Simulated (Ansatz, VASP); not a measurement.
**SnO: VASP beside Ansatz**

The input INCAR:

```
SYSTEM = SnO
  PREC = Accurate
  ENCUT = 600
  EDIFF = 1E-6
  ISMEAR = -1
  SIGMA = 0.05
  LREAL = .False.
  LASPH = .True.
  NELM = 120
  ALGO = Normal
  ISIF = 2
  LWAVE = .False.
  LCHARG = .False.
  GGA = RE
  IVDW = 13
  NBANDS = 28
  GGA_COMPAT = .False.
```

KPOINTS

```
regular mesh
0
Gamma
  7 7 6
  0 0 0
```

Contents of POSCAR:

```
SnO
1.0
    3.8884925471      0.0000000000      0.0000000000
    0.0000000000      3.8884925471      0.0000000000
    0.0000000000      0.0000000000      4.9827594627
Sn O
2 2
Direct
    0.5000000000      0.0000000000      0.7646261400
    0.0000000000      0.5000000000      0.2353738600
    0.0000000000      0.0000000000      0.0000000000
    0.5000000000      0.5000000000      0.0000000000
```

File input.yaml:

```yaml
crystal:
  lattice:
    - [3.8884925471, 0.0, 0.0]
    - [0.0, 3.8884925471, 0.0]
    - [0.0, 0.0, 4.9827594627]
  atoms:
    - { symbol: Sn, position: [0.5, 0.0, 0.76462614] }
    - { symbol: Sn, position: [0.0, 0.5, 0.23537386] }
    - { symbol: O, position: [0.0, 0.0, 0.0] }
    - { symbol: O, position: [0.5, 0.5, 0.0] }
hamiltonian:
  xc: revpbe
  pseudopotentials: { kind: paw }
  dispersion: d4
kpoints:
  mp_grid: { grid: [7, 7, 6] }
scf:
  occupations: { method: fermi_dirac, width: 0.05 }
output:
  forces: true
  stress: true
  eigenvalues: true
```

Alike in both runs: task single point; functional revPBE; dispersion D4; k mesh 7 × 7 × 6; occupations fermi-dirac, width 0.05 eV; no spin polarisation.

|  | VASP | Ansatz |
| --- | --- | --- |
| version | VASP 6.6.1 | Ansatz 0.2.0 |
| potentials or method | VASP PAW PBE potentials, release 64 (Sn_d, O) | Ansatz PAW |
| plane-wave cutoff (eV) | 600 | 420 |
| valence electrons in the cell | 40 | 40 |

VASP gave:

```
gap on the k mesh at the Fermi level (eV)                     : 0.58
least direct gap on the mesh (eV)                             : 1.99
pressure (GPa)                                                : -3.0
traceless stress, the component that is largest in VASP (GPa) : 0.10
rms of the force components (eV/Å)                            : 0.062
```

**Question.** Which values does Ansatz return?

**Answer.** gap on the k mesh at the Fermi level (eV): 0.57; least direct gap on the mesh (eV): 2.02; pressure (GPa): -3.1; traceless stress, the component that is largest in VASP (GPa): 0.08; rms of the force components (eV/Å): 0.091.

VASP's potentials were made for PBE, not for revPBE. Atom by atom the forces differ by 0.029 eV/Å (rms over components).

Noted on Ansatz's run: odd divisions of the mesh miss points on the zone boundary, where band edges often lie, so the gap on the mesh can be too wide.
